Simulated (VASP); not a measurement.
A run of VASP 6.6.1:

Contents of POSCAR:

```
SiC
1.0
    3.0760000000      0.0000000000      0.0000000000
   -1.5380000000      2.6638941420      0.0000000000
    0.0000000000      0.0000000000      5.0480000000
Si C
2 2
Direct
    0.6666666667      0.3333333333      0.5000000000
    0.3333333333      0.6666666667      0.0000000000
    0.6666666667      0.3333333333      0.8850000000
    0.3333333333      0.6666666667      0.3850000000
```

INCAR.step1

```
PREC     = Accurate       # precision mode
ENCUT    = 520            # plane-wave cutoff, eV
EDIFF    = 1E-5           # SCF threshold, eV
ISMEAR   = -1             # smearing method
SIGMA    = 0.05           # smearing width, eV
LREAL    = False          # projectors in reciprocal space
LASPH    = True           # aspherical terms in the spheres
NELM     = 80             # most SCF steps
ALGO     = Normal         # electronic algorithm
ISIF     = 2              # what is computed and relaxed
LWAVE    = True           # write WAVECAR
LCHARG   = False          # write CHGCAR
NBANDS   = 16             # bands
GGA      = PE             # functional
```

INCAR.step2

```
PREC     = Accurate       # precision mode
ENCUT    = 520            # plane-wave cutoff, eV
EDIFF    = 1E-6           # SCF threshold, eV
ISMEAR   = -1             # smearing method
SIGMA    = 0.05           # smearing width, eV
LREAL    = False          # projectors in reciprocal space
LASPH    = True           # aspherical terms in the spheres
NELM     = 80             # most SCF steps
ALGO     = Normal         # electronic algorithm
ISIF     = 2              # what is computed and relaxed
LWAVE    = False          # write WAVECAR
LCHARG   = False          # write CHGCAR
GGA      = PE             # functional
LHFCALC  = True           # exact exchange
AEXX     = 0.1            # exact-exchange fraction
HFSCREEN = 0.2078699      # screening, 1/A
PRECFOCK = Normal       
NBANDS   = 16             # bands
ISTART   = 1
```

File KPOINTS:

```
regular mesh
0
Gamma
  6 6 3
```

Potentials or basis: VASP PAW PBE potentials, release 64 (Si, C).

Launch:

```sh
$ cat potpaw_PBE.64/Si/POTCAR potpaw_PBE.64/C/POTCAR > POTCAR
$ cp INCAR.step1 INCAR
$ mpirun -np 1 vasp_std > vasp.out
$ cp INCAR.step2 INCAR
$ mpirun -np 1 vasp_std > vasp.out
```

Hardware: 1 thread of Intel(R) Xeon(R) Platinum 8488C (Sapphire Rapids), with other jobs on the host.

Problem. How long does it take, and how much memory?

Solution. Run time: 7.9 min on 1 thread of Intel(R) Xeon(R) Platinum 8488C (Sapphire Rapids), on a shared host, peak memory 0.25 GiB. Counts: k points 14.
